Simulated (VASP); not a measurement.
# SnSe (I4/mmm) in VASP: further runs

The runs below take SnSe through single point, with r2SCAN.

Everything below comes from runs of VASP 6.6.1. Logs are shortened: lines on timing, memory, paths and dates and some standing lists are left out, and cuts for length are marked.

## Step 1: The cell of the first run

The structure is tetragonal, space group I4/mmm (No. 139). Conventional cell: a = 4.257 Å, b = 4.257 Å, c = 5.930 Å, α = 90.00°, β = 90.00°, γ = 90.00°. Sn (site symmetry 4/mmm) has 6 Se at 2.96 to 3.01 Å within 3.9 Å. Se (site symmetry 4/mmm) has 6 Sn at 2.96 to 3.01 Å within 3.9 Å.

## Step 2: Single point, r2SCAN (strain -0.0150 x Voigt [1, 0, 0, 0, 0, 0])

POSCAR

```
SnSe
1.0
    0.0000000000      3.0100000000      3.0100000000
    2.9648500000      0.0000000000      3.0100000000
    2.9648500000      3.0100000000      0.0000000000
Sn Se
1 1
Direct
    0.0000000000      0.0000000000      0.0000000000
    0.5000000000      0.5000000000      0.5000000000
```

INCAR.step1

```
SYSTEM = SnSe
  PREC = Accurate
  ENCUT = 520
  ISMEAR = 0
  SIGMA = 0.05
  LREAL = .FALSE.
  LASPH = .TRUE.
  NELM = 100
  NBANDS = 17
  GGA = PE
  ALGO = Normal
  EDIFF = 1E-4
  LWAVE = .TRUE.
  LCHARG = .FALSE.
```

INCAR.step2

```
SYSTEM = SnSe
  PREC = Accurate
  ENCUT = 520
  EDIFF = 1E-7
  ISMEAR = 0
  SIGMA = 0.05
  LREAL = .FALSE.
  LASPH = .TRUE.
  NELM = 100
  ALGO = Normal
  ISIF = 2
  LWAVE = .FALSE.
  LCHARG = .FALSE.
  METAGGA = R2SCAN
  LMIXTAU = .TRUE.
  NBANDS = 17
  ISTART = 1
```

KPOINTS

```
regular mesh
0
G
  10 10 10
  0 0 0
```

Potentials or basis: VASP PAW PBE potentials, release 64 (Sn_d, Se).

On the command line:

```bash
> cat potpaw_PBE.64/Sn_d/POTCAR potpaw_PBE.64/Se/POTCAR > POTCAR
> cp INCAR.step1 INCAR
> mpirun -np 1 vasp_std > vasp.out
> cp INCAR.step2 INCAR
> mpirun -np 1 vasp_std > vasp.out
```

OUTCAR:

```text
SYSTEM = SnSe
   PREC = Accurate
   ENCUT = 520
   EDIFF = 1E-7
   ISMEAR = 0
   LREAL = .FALSE.
   LASPH = .TRUE.
   NELM = 100
   ISIF = 2
   METAGGA = R2SCAN
   ISTART = 1

 ion  position               nearest neighbor table
   1  0.000  0.000  0.000-   2 2.96   2 2.96   2 3.01   2 3.01   2 3.01   2 3.01
   2  0.500  0.500  0.500-   1 2.96   1 2.96   1 3.01   1 3.01   1 3.01   1 3.01

  LATTYP: Found a body centered tetragonal cell.
 ALAT       =     4.2567828227
 C/A-ratio  =     1.3930003589

  Lattice vectors:

 A1 = (  -2.9648500000,   0.0000000000,  -3.0100000000)
 A2 = (  -2.9648500000,   0.0000000000,   3.0100000000)
 A3 = (   2.9648500000,   3.0100000000,   0.0000000000)

Analysis of symmetry for initial positions (statically):
=====================================================================
 Subroutine PRICEL returns:
 Original cell was already a primitive cell.

 Routine SETGRP: Setting up the symmetry group for a
 body centered tetragonal supercell.

 Subroutine GETGRP returns: Found 16 space group operations
 (whereof 16 operations were pure point group operations)
 out of a pool of 16 trial point group operations.

The static configuration has the point symmetry D_4h.

Analysis of symmetry for dynamics (positions and initial velocities):
=====================================================================
 Subroutine PRICEL returns:
 Original cell was already a primitive cell.

 Routine SETGRP: Setting up the symmetry group for a
 body centered tetragonal supercell.

 Subroutine GETGRP returns: Found 16 space group operations
 (whereof 16 operations were pure point group operations)
 out of a pool of 16 trial point group operations.

The dynamic configuration has the point symmetry D_4h.

 Subroutine INISYM returns: Found 16 space group operations
 (whereof 16 operations are pure point group operations),
 and found     1 'primitive' translations

----------------------------------------------------------------------------------------

                                     Primitive cell

  volume of cell :      53.7237

  direct lattice vectors                    reciprocal lattice vectors
     0.000000000  3.010000000  3.010000000    -0.168642596  0.166112957  0.166112957
[... 82 lines left out ...]
   LSORBIT =      F    spin-orbit coupling
   LASPH  =      T    aspherical Exc in radial PAW
   ENCUT  =  520.0 eV  38.22 Ry    6.18 a.u.   7.91  7.86  7.86*2*pi/ulx,y,z
   NELM   =    100;   NELMIN=  2; NELMDL=  0     # of ELM steps
   EDIFF  = 0.1E-06   stopping-criterion for ELM
   LREAL  =      F    real-space projection
   EDIFFG = 0.1E-05   stopping-criterion for IOM
   NSW    =      0    number of steps for IOM
   IBRION =     -1    ionic relax: 0-MD 1-quasi-New 2-CG
   NFREE  =      0    steps in history (QN), initial steepest desc. (CG)
   ISIF   =      2    stress and relaxation
   ISYM   =      2    0-nonsym 1-usesym 2-fastsym
   POTIM  = 0.5000    time-step for ionic-motion
   TEBEG  =    0.0;   TEEND  =   0.0 temperature during run
   PSTRESS=    0.0 pullay stress
   NELECT =      20.0000    total number of electrons
   NUPDOWN=      -1.0000    fix difference up-down
   EMIN   =  10.00;   EMAX   =-10.00  energy-range for DOS
   EFERMI =   0.00;   METHOD = LEGACY
   ISMEAR =     0;   SIGMA  =   0.05  broadening in eV -4-tet -1-fermi 0-gaus
   EFERMI_NEDOS =   21; number of points for ismear=-14 and -15
   IALGO  =     38    algorithm
   IMIX   =      4    mixing-type and parameters
     AMIX     =   0.40;   BMIX     =  1.00
     AMIX_MAG =   1.60;   BMIX_MAG =  1.00
  volume/ion in A,a.u.               =      26.86       181.27
  Fermi-wavevector in a.u.,A,eV,Ry     =   1.177686  2.225504 18.870530  1.386945
  Thomas-Fermi vector in A             =   2.314028
   LORBIT       =      0    0 simple, 1 ext, 2 COOP (PROOUT), +10 PAW based schemes
   METAGGA = R2SCAN    functional components
   LHFCALC =     F    Hartree Fock is set to
   AEXX    =    0.0000 exact exchange contribution
   IVDW    =     0    specifies the selected vdW correction
   LEPSILON=     F    determine dielectric tensor
   LRPA    =     F    only Hartree local field effects (RPA)
 non-spin polarized calculation
 Gauss-broadening in eV      SIGMA  =   0.05
  energy-cutoff  :      520.00
  volume of cell :       53.72
 maximum number of plane-waves:      1462
   NGX = 15   NGY = 15   NGZ = 15

 number of electron      20.0000007 magnetization

 Free energy of the ion-electron system (eV)
  ---------------------------------------------------
  ext. energy  EPLUGINS =         0.00000000
  ---------------------------------------------------
  free energy    TOTEN  =       -39.86907496 eV

  energy without entropy =      -39.86907496  energy(sigma->0) =      -39.86907496

 E-fermi :   6.1120     XC(G=0): -10.2619

 val. band max:        5.8712179297   @ k =   0.5000  -0.0000  -0.0000
 cond. band min:       6.3492262979   @ k =   0.5000   0.1000   0.1000
 fundamental gap:      0.4780083683
 Fermi energy:         6.1119945633

 k-point     1 :       0.0000    0.0000    0.0000
  band No.  band energies     occupation
      1     -16.6673      2.00000
      2     -16.6641      2.00000
      3     -16.6610      2.00000
      4     -16.6596      2.00000
      5     -16.6596      2.00000
      6      -8.9505      2.00000
[... 457 lines left out ...]
      4     -16.6503      2.00000
      5     -16.6440      2.00000
      6      -7.9521      2.00000
[... 9 lines left out ...]
     16      17.0506      0.00000
     17      17.6043      0.00000

 [... further k-points ...]

------------------------ aborting loop because EDIFF is reached ----------------------------------------

  FORCE on cell =-STRESS in cart. coord.  units (eV):
  Direction    XX          YY          ZZ          XY          YZ          ZX
  --------------------------------------------------------------------------------------
  -------------------------------------------------------------------------------------
  Total        0.7368616      0.0509611      0.0509611      0.0000000      0.0000000      0.0000000
  in kB       21.9750958      1.5197907      1.5197907      0.0000000      0.0000000      0.0000000
  external PRESSURE =       8.3382257 kB  Pullay stress =       0.0000000 kB

 VOLUME and BASIS-vectors are now :
 -----------------------------------------------------------------------------
  energy-cutoff  :      520.00
  volume of cell :       53.72
      direct lattice vectors                 reciprocal lattice vectors
     0.000000000  3.010000000  3.010000000    -0.168642596  0.166112957  0.166112957
     2.964850000  0.000000000  3.010000000     0.168642596 -0.166112957  0.166112957
     2.964850000  3.010000000  0.000000000     0.168642596  0.166112957 -0.166112957

 POSITION                                       TOTAL-FORCE (eV/Angst)
 -----------------------------------------------------------------------------------
      0.00000      0.00000      0.00000         0.000000     -0.000000     -0.000000
      2.96485      3.01000      3.01000        -0.000000      0.000000      0.000000
 -----------------------------------------------------------------------------------
    total drift:                                0.000000     -0.000000     -0.000000

  FREE ENERGIE OF THE ION-ELECTRON SYSTEM (eV)
  ---------------------------------------------------
  free  energy   TOTEN  =       -39.8690749591 eV

  energy  without entropy=      -39.8690749591  energy(sigma->0) =      -39.86907496
```

OUTCAR.step1:

```text
SYSTEM = SnSe
   PREC = Accurate
   ENCUT = 520
   ISMEAR = 0
   LREAL = .FALSE.
   LASPH = .TRUE.
[... 702 lines left out ...]
      0.00000      0.00000      0.00000         0.000000     -0.000000     -0.000000
      2.96485      3.01000      3.01000         0.000000      0.000000      0.000000
 -----------------------------------------------------------------------------------
    total drift:                                0.000000     -0.000000     -0.000000

  FREE ENERGIE OF THE ION-ELECTRON SYSTEM (eV)
  ---------------------------------------------------
  free  energy   TOTEN  =        -8.2022424423 eV

  energy  without entropy=       -8.2022424423  energy(sigma->0) =       -8.20224244
```

OSZICAR.step1:

```text
N       E                     dE             d eps       ncg     rms          rms(c)
DAV:   1     0.133758668934E+03    0.13376E+03   -0.98875E+03  3502   0.145E+03
DAV:   2     0.432011480443E+01   -0.12944E+03   -0.12555E+03  3782   0.348E+02
DAV:   3    -0.805158113500E+01   -0.12372E+02   -0.12211E+02  4137   0.936E+01
DAV:   4    -0.837044765250E+01   -0.31887E+00   -0.31859E+00  4196   0.158E+01
DAV:   5    -0.837953394606E+01   -0.90863E-02   -0.90857E-02  5017   0.262E+00    0.313E+00
DAV:   6    -0.820155285331E+01    0.17798E+00   -0.43036E-01  5046   0.381E+00    0.187E+00
DAV:   7    -0.820018772249E+01    0.13651E-02   -0.81947E-02  4061   0.128E+00    0.918E-01
DAV:   8    -0.820238016645E+01   -0.21924E-02   -0.88313E-03  4273   0.837E-01    0.120E-01
DAV:   9    -0.820217232718E+01    0.20784E-03   -0.14121E-03  4789   0.313E-01    0.511E-02
DAV:  10    -0.820224244231E+01   -0.70115E-04   -0.17701E-04  3956   0.759E-02
   1 F= -.82022424E+01 E0= -.82022424E+01  d E =-.737247E-12
```

Run time: 5.8 min. Hardware: 1 thread of Intel Xeon 8259CL, shared host; peak memory 0.25 GiB.

What came out:

| Quantity | Value |
| --- | --- |
| Free energy | -39.8691 eV |
| Pressure | 0.8 GPa |
| Band gap on the k mesh | 0.48 eV (least direct gap 0.53 eV) |

Stress tensor (GPa, compression positive):
```
2.20 0.00 0.00
0.00 0.15 0.00
0.00 0.00 0.15
```

Caveat: the cell differs from its parent crystal (strain -0.0150 x Voigt [1, 0, 0, 0, 0, 0]); semilocal functionals underestimate gaps, and a narrow one can read as zero; the PAW data sets were made with another functional, which shifts forces and pressure a little; spin-orbit coupling is left out, which moves the levels of the heavy elements. A k mesh can miss the band edges.

## Step 3: Single point, r2SCAN (strain +0.0150 x Voigt [1, 0, 0, 0, 0, 0])

POSCAR

```
SnSe
1.0
    0.0000000000      3.0100000000      3.0100000000
    3.0551500000      0.0000000000      3.0100000000
    3.0551500000      3.0100000000      0.0000000000
Sn Se
1 1
Direct
    0.0000000000      0.0000000000      0.0000000000
    0.5000000000      0.5000000000      0.5000000000
```

INCAR.step1

```
SYSTEM = SnSe
ALGO = Normal ; EDIFF = 1E-4
ENCUT = 520 ; GGA = PE
ISMEAR = 0 ; LASPH = .TRUE.
LCHARG = .FALSE. ; LREAL = .FALSE.
LWAVE = .TRUE. ; NBANDS = 17
NELM = 80 ; PREC = Accurate
SIGMA = 0.05
```

INCAR.step2

```
SYSTEM = SnSe
ALGO = Normal ; EDIFF = 1E-7
ENCUT = 520 ; ISIF = 2
ISMEAR = 0 ; ISTART = 1
LASPH = .TRUE. ; LCHARG = .FALSE.
LMIXTAU = .TRUE. ; LREAL = .FALSE.
LWAVE = .FALSE. ; METAGGA = R2SCAN
NBANDS = 17 ; NELM = 80
PREC = Accurate ; SIGMA = 0.05
```

KPOINTS

```
k-points
0
G
  10 10 10
  0 0 0
```

Potentials or basis: VASP PAW PBE potentials, release 64 (Sn_d, Se).

On the command line:

```bash
> cat potpaw_PBE.64/Sn_d/POTCAR potpaw_PBE.64/Se/POTCAR > POTCAR
> cp INCAR.step1 INCAR
> mpirun -np 1 vasp_std > vasp.out
> cp INCAR.step2 INCAR
> mpirun -np 1 vasp_std > vasp.out
```

Wall time 5.9 min (1 thread of Intel Xeon 8259CL, shared host); peak memory 0.25 GiB.

The run converged. Its results:

```
Free energy            : -39.8699 eV
Pressure               : -0.8 GPa
Band gap on the k mesh : 0.39 eV
```

Stress tensor (GPa, compression positive):
```
-1.88  0.00  0.00
 0.00 -0.22  0.00
 0.00  0.00 -0.22
```

Levels at points of the mesh, in eV from the valence-band top:
```csv
k point,band 8,band 9,band 10,band 11,band 12,band 13
"(0.00, 0.00, 0.00)",-2.65,-2.65,-2.50,4.05,4.41,4.41
"(0.50, 0.00, 0.00)",-2.35,-2.32,0.00,0.39,1.10,1.17
"(0.50, 0.50, 0.00)",-5.86,-4.13,-3.96,3.14,5.15,5.53
"(0.00, 0.50, 0.50)",-5.82,-4.01,-4.01,3.19,5.42,5.42
```

Caveat: the cell differs from its parent crystal (strain +0.0150 x Voigt [1, 0, 0, 0, 0, 0]); semilocal functionals underestimate gaps, and a narrow one can read as zero; the PAW data sets were made with another functional, which shifts forces and pressure a little; spin-orbit coupling is left out, which moves the levels of the heavy elements. A k mesh can miss the band edges.

## Step 4: Single point, r2SCAN (strain +0.0300 x Voigt [1, 0, 0, 0, 0, 0])

POSCAR

```
SnSe
1.0
    0.0000000000      3.0100000000      3.0100000000
    3.1003000000      0.0000000000      3.0100000000
    3.1003000000      3.0100000000      0.0000000000
Sn Se
1 1
Direct
    0.0000000000      0.0000000000      0.0000000000
    0.5000000000      0.5000000000      0.5000000000
```

INCAR.step1

```
  PREC = Accurate
  ENCUT = 520
  ISMEAR = 0
  SIGMA = 0.05
  LREAL = F
  LASPH = T
  NELM = 60
  NBANDS = 17
  GGA = PE
  ALGO = Normal
  EDIFF = 1E-4
  LWAVE = T
  LCHARG = F
```

INCAR.step2

```
  PREC = Accurate
  ENCUT = 520
  EDIFF = 1E-6
  ISMEAR = 0
  SIGMA = 0.05
  LREAL = F
  LASPH = T
  NELM = 60
  ALGO = Normal
  ISIF = 2
  LWAVE = F
  LCHARG = F
  METAGGA = R2SCAN
  LMIXTAU = T
  NBANDS = 17
  ISTART = 1
```

KPOINTS

```
regular mesh
0
Gamma
  10 10 10
```

On the command line:

```bash
> cat potpaw_PBE.64/Sn_d/POTCAR potpaw_PBE.64/Se/POTCAR > POTCAR
> cp INCAR.step1 INCAR
> mpirun -np 1 vasp_std > vasp.out
> cp INCAR.step2 INCAR
> mpirun -np 1 vasp_std > vasp.out
```

It took 6.7 min on 1 thread of Intel Xeon 8259CL, shared host; peak memory 0.26 GiB.

The run converged. Its results:

```
Free energy            : -39.8566 eV
Pressure               : -1.4 GPa
Band gap on the k mesh : 0.35 eV
```

Stress tensor (GPa, compression positive):
```
-3.38  0.00  0.00
 0.00 -0.39  0.00
 0.00  0.00 -0.39
```

Levels at points of the mesh, in eV from the valence-band top:
```tsv
k point	band 6	band 7	band 8	band 9	band 10	band 11	band 12	band 13	band 14	band 15
(0.00, 0.00, 0.00)	-14.53	-5.36	-2.65	-2.65	-2.37	3.78	4.47	4.47	5.93	6.15
(0.50, 0.00, 0.00)	-13.62	-8.43	-2.32	-2.27	0.00	0.35	1.09	1.22	8.47	10.23
(0.50, 0.50, 0.00)	-13.31	-6.40	-5.77	-4.15	-3.82	3.17	4.87	5.60	6.09	10.43
(0.00, 0.50, 0.50)	-13.42	-6.27	-5.70	-3.93	-3.93	3.27	5.39	5.39	5.67	10.53
```

Caveat: the cell differs from its parent crystal (strain +0.0300 x Voigt [1, 0, 0, 0, 0, 0]); semilocal functionals underestimate gaps, and a narrow one can read as zero; the PAW data sets were made with another functional, which shifts forces and pressure a little; spin-orbit coupling is left out, which moves the levels of the heavy elements. A k mesh can miss the band edges.

[end of part 1 of 2]
